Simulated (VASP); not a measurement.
ZrB2, 3 atoms in the cell. It takes space group P6/mmm (No. 191, hexagonal). The conventional cell has a = 3.144 Å, b = 3.144 Å, c = 3.496 Å, α = 90.00°, β = 90.00°, γ = 120.00°. Zr (site symmetry 6/mmm) has 12 B at 2.52 Å and 6 Zr at 3.14 Å within 3.3 Å. B (site symmetry -6m2) has 3 B at 1.82 Å within 2.4 Å.  This cell differs from its parent crystal: volume scaled by 0.98.

- Program: VASP 6.6.1
- Task: single point
- Functional: LDA
- Potentials or basis: VASP PAW LDA potentials, release 64 (Zr_sv, B)
- Cutoff: 520 eV
- k mesh: 13 × 13 × 10
- Occupations: fermi-dirac, width 0.03 eV
- Spin: no spin polarisation
- Dipole correction: no
- Further INCAR settings: ALGO = Normal; EDIFF = 1e-06; NBANDS = 16

Potentials or basis: VASP PAW LDA potentials, release 64 (Zr_sv, B).

Run with:

```bash
$ cat potpaw_LDA.64/Zr_sv/POTCAR potpaw_LDA.64/B/POTCAR > POTCAR
$ mpirun -np 1 vasp_std > vasp.out
```

Hardware: 1 thread of Intel Xeon 8259CL, with other jobs on the host.

Problem. Estimate the wall time of this run.

Solution. Wall time 65 s on 1 thread of Intel Xeon 8259CL, with other jobs on the host, peak memory 0.17 GiB. Counts: scf iterations 13, k points 126.
